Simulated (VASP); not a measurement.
Wanted: the native input for a VASP 6.6.1 run.

| Item | Value |
| --- | --- |
| Task | single point |
| Functional | PBE |
| Potentials or basis | VASP PAW PBE potentials, release 64 (Ba_sv, S) |
| Cutoff | 520 eV |
| k mesh | 8 × 8 × 8 |
| Occupations | fermi-dirac, width 0.02 eV |
| Spin | no spin polarisation |
| Dipole correction | no |
| Further INCAR settings | ALGO = Normal; EDIFF = 1e-07; NBANDS = 15 |

The structure of BaS lies in POSCAR:

```
BaS
1.0
    0.0000000000      3.2117958739      3.2117958739
    3.2236795187      0.0000000000      3.2117958739
    3.2236795187      3.2117958739      0.0000000000
Ba S
1 1
Direct
    0.0000000000      0.0000000000      0.0000000000
    0.5000000000      0.5000000000      0.5000000000
```

This cell differs from its parent crystal: uniaxial x strain +0.4%.

One way to write it, as run:

INCAR

```
SYSTEM = BaS
PREC     = Accurate       ! precision mode
ENCUT    = 520            ! plane-wave cutoff, eV
EDIFF    = 1E-7           ! SCF threshold, eV
ISMEAR   = -1             ! smearing method
SIGMA    = 0.02           ! smearing width, eV
LREAL    = .FALSE.        ! projectors in reciprocal space
LASPH    = .TRUE.         ! aspherical terms in the spheres
NELM     = 100            ! most SCF steps
ALGO     = Normal         ! electronic algorithm
ISIF     = 2              ! what is computed and relaxed
LWAVE    = .FALSE.        ! write WAVECAR
LCHARG   = .FALSE.        ! write CHGCAR
GGA      = PE             ! functional
NBANDS   = 15             ! bands
```

KPOINTS

```
Automatic mesh
0
G
  8 8 8
  0 0 0
```

Potentials or basis: VASP PAW PBE potentials, release 64 (Ba_sv, S).

Run with:

```bash
$ cat potpaw_PBE.64/Ba_sv/POTCAR potpaw_PBE.64/S/POTCAR > POTCAR
$ mpirun -np 1 vasp_std > vasp.out
```

It gave:

```
Pressure               : 0.5 GPa
Band gap on the k mesh : 2.14 eV (least direct gap 2.28 eV)
```

Caveat: the cell differs from its parent crystal (uniaxial x strain +0.4%); spin-orbit coupling is left out, which moves the levels of the heavy elements.

Run time: 110 s on 1 thread of Intel Xeon 8259CL, on a shared host, peak memory 0.24 GiB.
